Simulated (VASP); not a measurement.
Here is a VASP 6.6.1 calculation.

The input INCAR:

```
  PREC = Accurate
  ENCUT = 520
  EDIFF = 1E-6
  ISMEAR = 0
  SIGMA = 0.1
  LREAL = F
  LASPH = T
  NELM = 60
  ALGO = Normal
  ISIF = 2
  LWAVE = F
  LCHARG = T
  GGA = PE
  LELF = T
  LVHAR = T
  NBANDS = 29
```

KPOINTS

```
regular mesh
0
Gamma
  10 10 6
```

Contents of POSCAR:

```
LiZrN
1.0
    4.0529500685      0.0000000000      0.0000000000
    0.0000000000      4.0529500685      0.0000000000
    0.0000000000      0.0000000000      6.9132794223
Li Zr N
2 2 2
Direct
    0.0000000000      0.5000000000      0.5815078165
    0.5000000000      0.0000000000      0.4184921835
    0.0000000000      0.5000000000      0.0973469217
    0.5000000000      0.0000000000      0.9026530783
    0.0000000000      0.0000000000      0.0000000000
    0.5000000000      0.5000000000      0.0000000000
```

Potentials or basis: VASP PAW PBE potentials, release 64 (Li_sv, Zr_sv, N).

Command:

```bash
$ cat potpaw_PBE.64/Li_sv/POTCAR potpaw_PBE.64/Zr_sv/POTCAR potpaw_PBE.64/N/POTCAR > POTCAR
$ mpirun -np 1 vasp_std > vasp.out
```

What does it give for the largest force?

0.033 eV/Å.

Estimate the band gap on the k mesh.

zero (bands 20 and 21 overlap by 1.12 eV).

Forces in eV/Å, atoms in the order of the input:
```
Li   0.000  0.000  0.005
Li   0.000  0.000 -0.005
Zr   0.000  0.000  0.033
Zr   0.000  0.000 -0.033
N    0.000  0.000  0.000
N    0.000  0.000  0.000
```
